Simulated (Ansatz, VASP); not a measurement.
## HfSi7: VASP beside Ansatz

```
Hf Si
1.0
     5.64554    0.00000    0.00000
     0.00000    5.64554    0.00000
     0.00000    0.00000    5.64554
Hf Si
1 7
Direct
  0.00000 0.00000 0.00000
  0.26460 0.26460 0.26460
  0.00000 0.50000 0.50000
  0.50000 0.50000 0.00000
  0.50000 0.00000 0.50000
  0.73540 0.26460 0.73540
  0.73540 0.73540 0.26460
  0.26460 0.73540 0.73540
```

Alike in both runs: functional PBE; k mesh 4 × 4 × 4; occupations gaussian, width 0.1 eV; no spin polarisation.

Ansatz relaxed the structure, and its values are those at the end. VASP's run is a single point on that final structure, the one shown.

```csv
,VASP,Ansatz
version,VASP 6.6.1,Ansatz 0.2.0
potentials or method,"VASP PAW PBE potentials, release 64 (Hf_pv, Si), cutoff 520 eV","scalar-relativistic, plane waves, PAW"
valence electrons in the cell,38,54
```

```tsv
	VASP	Ansatz	Ansatz less VASP
gap on the k mesh at the Fermi level (eV)	none	none	-
pressure (GPa)	-0.1	0.0	+0.07
rms of the force components (eV/Å)	0.006	0.006	+0.0004
```

A gap of «none» marks a metal or a gap that the smearing closes. VASP's potentials hold 38 valence electrons a cell and Ansatz's 54, so a difference there can come from the potentials and not from the codes.

Neither program's run includes spin-orbit coupling.
